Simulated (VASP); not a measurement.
A run of VASP 6.6.1:

Contents of INCAR:

```
  PREC = Accurate
  ENCUT = 520
  EDIFF = 1E-6
  ISMEAR = 0
  SIGMA = 0.1
  LREAL = F
  LASPH = T
  NELM = 100
  ALGO = Fast
  ISIF = 2
  LWAVE = F
  LCHARG = F
  GGA = PE
  NBANDS = 26
```

The input KPOINTS:

```
regular mesh
0
Gamma
  12 12 8
```

The input POSCAR:

```
Be3Bi2
1.0
    4.6977542781      0.0000000000      0.0000000000
   -2.3488771391      4.0683745456      0.0000000000
    0.0000000000      0.0000000000      4.9854441831
Be Bi
3 2
Direct
    0.0000000000      0.0000000000      0.7521986707
    0.0000000000      0.0000000000      0.2478013293
    0.6666666667      0.3333333333      0.0000000000
    0.6666666667      0.3333333333      0.5000000000
    0.3333333333      0.6666666667      0.0000000000
```

Potentials or basis: VASP PAW PBE potentials, release 64 (Be, Bi_d).

Run with:

```console
$ cat potpaw_PBE.64/Be/POTCAR potpaw_PBE.64/Bi_d/POTCAR > POTCAR
$ mpirun -np 1 vasp_std > vasp.out
```

Hardware: 1 thread of Intel(R) Xeon(R) Platinum 8488C (Sapphire Rapids) (shared host).

Q: How long does it take, and how much memory?

A: Run time: 3.8 min on 1 thread of Intel(R) Xeon(R) Platinum 8488C (Sapphire Rapids) (shared host), peak memory 0.35 GiB. Counts: scf iterations 13, k points 95.
